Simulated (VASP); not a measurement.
Crystal: HgTe (Coloradoite).

```
Hg Te
1.0
     0.00000    3.14888    3.14888
     3.14888    0.00000    3.14888
     3.14888    3.14888    0.00000
Hg Te
1 1
Cartesian
  0.0000 0.0000 0.0000
  4.7233 4.7233 4.7233
```

This cell differs from its parent crystal: volume scaled by 0.94.

Base run:

```yaml
Program: VASP 6.6.1
Functional: PBEsol
Potentials_or_basis: VASP PAW PBE potentials, release 64 (Hg, Te)
Cutoff: 520 eV
k_mesh: 7 × 7 × 7
Occupations: fermi-dirac, width 0.05 eV
Spin: no spin polarisation
```

Its results: band gap on the k mesh zero (filled and empty bands touch); pressure 5.6 GPa.

Q: After a change of settings the same cell gave: band gap on the k mesh zero (filled and empty bands touch); pressure 3.7 GPa. Which change was it?
A. functional from PBEsol to r2SCAN
B. dispersion from none to D3(BJ)
C. functional from PBEsol to RPBE; dispersion from none to D4
D. functional from PBEsol to BLYP; further incar settings from ALGO = Normal; EDIFF = 1e-06; NBANDS = 16 to ALGO = Normal; EDIFF = 1e-07; NBANDS = 16

A: B.

Dispersion adds attraction, which lowers the pressure at fixed volume and, as a term added to the energy, leaves the levels alone.

Caveats: the PAW data sets were made with another functional, which shifts forces and pressure a little; spin-orbit coupling is left out, which moves the levels of the heavy elements; pairwise dispersion overbinds metals, which lowers pressure and volume (some runs).
